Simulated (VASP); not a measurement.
Wanted: the native input for a VASP 6.6.1 run.

| Item | Value |
| --- | --- |
| Task | single point |
| Functional | r2SCAN |
| Potentials or basis | VASP PAW PBE potentials, release 64 (Pt_sv_GW) |
| Cutoff | 550 eV |
| k mesh | 8 × 8 × 8 |
| Occupations | gaussian, width 0.05 eV |
| Spin | non-collinear spin, zero start, spin-orbit coupling |
| Starting moments | [[0.0, 0.0, 0.0]] μB |
| Dipole correction | no |
| Second run | valence_matched |
| Further INCAR settings | ALGO = Normal; EDIFF = 1e-06; NBANDS = 29 |

Pt:

```
Pt
1.0
     0.00000    1.93351    1.93351
     1.93351    0.00000    1.93351
     1.93351    1.93351    0.00000
Pt
1
Direct
  0.00000 0.00000 0.00000
```

This cell differs from its parent crystal: volume scaled by 0.96.

These files were run (other wordings do the same):

POSCAR

```
Pt
1.0
    0.0000000000      1.9335114647      1.9335114647
    1.9335114647      0.0000000000      1.9335114647
    1.9335114647      1.9335114647      0.0000000000
Pt
1
Direct
    0.0000000000      0.0000000000      0.0000000000
```

INCAR.step1

```
SYSTEM = Pt
ALGO     = Normal         ! electronic algorithm
EDIFF    = 1E-5           ! SCF threshold, eV
ENCUT    = 550            ! plane-wave cutoff, eV
GGA      = PE             ! functional
GGA_COMPAT= .FALSE.      
ISMEAR   = 0              ! smearing method
LASPH    = .TRUE.         ! aspherical terms in the spheres
LCHARG   = .FALSE.        ! write CHGCAR
LMAXMIX  = 4              ! l up to which the mixer works
LREAL    = .FALSE.        ! projectors in reciprocal space
LSORBIT  = .TRUE.         ! spin-orbit coupling
LWAVE    = .TRUE.         ! write WAVECAR
MAGMOM   = 0 0 0          ! initial moments
NBANDS   = 29             ! bands
NELM     = 200            ! most SCF steps
PREC     = Accurate       ! precision mode
SIGMA    = 0.05           ! smearing width, eV
```

INCAR.step2

```
SYSTEM = Pt
ALGO     = Normal         ! electronic algorithm
EDIFF    = 1E-6           ! SCF threshold, eV
ENCUT    = 550            ! plane-wave cutoff, eV
GGA_COMPAT= .FALSE.      
ISIF     = 2              ! what is computed and relaxed
ISMEAR   = 0              ! smearing method
ISTART   = 1            
LASPH    = .TRUE.         ! aspherical terms in the spheres
LCHARG   = .TRUE.         ! write CHGCAR
LMAXMIX  = 4              ! l up to which the mixer works
LMIXTAU  = .TRUE.       
LORBIT   = 11             ! projections on sites
LORBMOM  = .TRUE.       
LREAL    = .FALSE.        ! projectors in reciprocal space
LSORBIT  = .TRUE.         ! spin-orbit coupling
LVHAR    = .TRUE.       
LWAVE    = .FALSE.        ! write WAVECAR
MAGMOM   = 0 0 0          ! initial moments
METAGGA  = R2SCAN         ! meta-GGA
NBANDS   = 29             ! bands
NELM     = 200            ! most SCF steps
PREC     = Accurate       ! precision mode
SIGMA    = 0.05           ! smearing width, eV
```

KPOINTS

```
k-points
0
G
  8 8 8
  0 0 0
```

Potentials or basis: VASP PAW PBE potentials, release 64 (Pt_sv_GW).

Command:

```console
$ cat potpaw_PBE.64/Pt_sv_GW/POTCAR > POTCAR
$ cp INCAR.step1 INCAR
$ mpirun -np 1 vasp_ncl > vasp.out
$ cp INCAR.step2 INCAR
$ mpirun -np 1 vasp_ncl > vasp.out
```

Results of the run:

| Quantity | Value |
| --- | --- |
| Pressure | 17.2 GPa |
| Net moment | 0.00 μB per cell |

Caveat: the PAW data sets were made with another functional, which shifts forces and pressure a little.

Run time: 99 s on 1 thread of Intel(R) Xeon(R) Platinum 8488C (Sapphire Rapids) (shared host), peak memory 0.22 GiB.
